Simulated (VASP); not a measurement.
A run of VASP 6.6.1 is set up as follows.

Contents of INCAR:

```
PREC     = Accurate       # precision mode
ENCUT    = 520            # plane-wave cutoff, eV
EDIFF    = 1E-6           # SCF threshold, eV
ISMEAR   = 0              # smearing method
SIGMA    = 0.1            # smearing width, eV
LREAL    = Auto         
LASPH    = True           # aspherical terms in the spheres
NELM     = 80             # most SCF steps
ALGO     = Normal         # electronic algorithm
ISIF     = 2              # what is computed and relaxed
LWAVE    = False          # write WAVECAR
LCHARG   = False          # write CHGCAR
GGA      = PE             # functional
ISYM     = 0            
NBANDS   = 111            # bands
```

The input KPOINTS:

```
Automatic mesh
0
Gamma
  3 3 2
```

Contents of POSCAR:

```
Al3Tl2In2Ga5N12
1.0
   -4.7180548177     -4.6949693895      0.0083902223
   -0.0029605094      4.6894804614      4.6976499292
   -4.7290696758      4.7144248978     -4.7195640162
N Al Ga In Tl
12 3 5 2 2
Direct
    0.3269599389      0.1553256149      0.9248963463
    0.8347222902      0.1672254654      0.9589947687
    0.6353232179      0.3172205649      0.5817718597
    0.1938352788      0.3460710578      0.5980478544
    0.5056722020      0.5174660103      0.2300822612
    0.0150821173      0.5224763606      0.2371864736
    0.3307649298      0.6741909377      0.9139588207
    0.8434538980      0.6725906395      0.9437060831
    0.6353569389      0.8198514925      0.5575470259
    0.1969296580      0.8498667611      0.5717940559
    0.4860843920      0.9785684358      0.2321026642
    0.9929506458      0.9817670195      0.2457553284
    0.4951171118      0.9950481657      0.0011821403
    0.0014123008      0.9977293185      0.0120117802
    0.0072356880      0.5074091662      0.0055739871
    0.3307496297      0.1619352866      0.6767165063
    0.4979012063      0.5020500625      0.9937878997
    0.3349825342      0.6715322099      0.6667810789
    0.6613493964      0.8310856934      0.3178138436
    0.1717925924      0.8354601898      0.3279386919
    0.6643846126      0.3299211119      0.3212769622
    0.1693978480      0.3334339580      0.3354602031
    0.8306937016      0.1617539897      0.6831531229
    0.8387639951      0.6747995908      0.6692075310
```

Potentials or basis: VASP PAW PBE potentials, release 64 (N, Al, Ga_d, In_d, Tl_d).

Launch:

```console
$ cat potpaw_PBE.64/N/POTCAR potpaw_PBE.64/Al/POTCAR potpaw_PBE.64/Ga_d/POTCAR potpaw_PBE.64/In_d/POTCAR potpaw_PBE.64/Tl_d/POTCAR > POTCAR
$ mpirun -np 1 vasp_std > vasp.out
```

**Question.** Predict the band gap on the k mesh.

**Answer.** 0.31 eV.

**Question.** Estimate the pressure.

**Answer.** 0.0 GPa.

**Question.** Estimate the largest force.

**Answer.** 0.042 eV/Å.

Forces in eV/Å, atoms in the order of the input:
```
N    0.014  0.006 -0.023
N   -0.005  0.011  0.005
N    0.005  0.012 -0.017
N   -0.007  0.014  0.001
N    0.002 -0.003  0.024
N    0.013 -0.011  0.025
N    0.017  0.035  0.015
N   -0.023  0.001  0.016
N    0.011 -0.005  0.004
N    0.005  0.009  0.018
N    0.027 -0.014  0.019
N    0.024 -0.011  0.014
Al  -0.014  0.001 -0.017
Al  -0.013 -0.002 -0.018
Al  -0.019 -0.002 -0.017
Ga  -0.013 -0.017  0.014
Ga  -0.017  0.012 -0.015
Ga  -0.009 -0.015 -0.003
Ga  -0.005 -0.003 -0.020
Ga  -0.003 -0.005 -0.013
In  -0.004  0.003  0.001
In  -0.009  0.003  0.004
Tl   0.006 -0.011 -0.009
Tl   0.014 -0.008 -0.010
```

Caveat: spin-orbit coupling is left out, which moves the levels of the heavy elements.
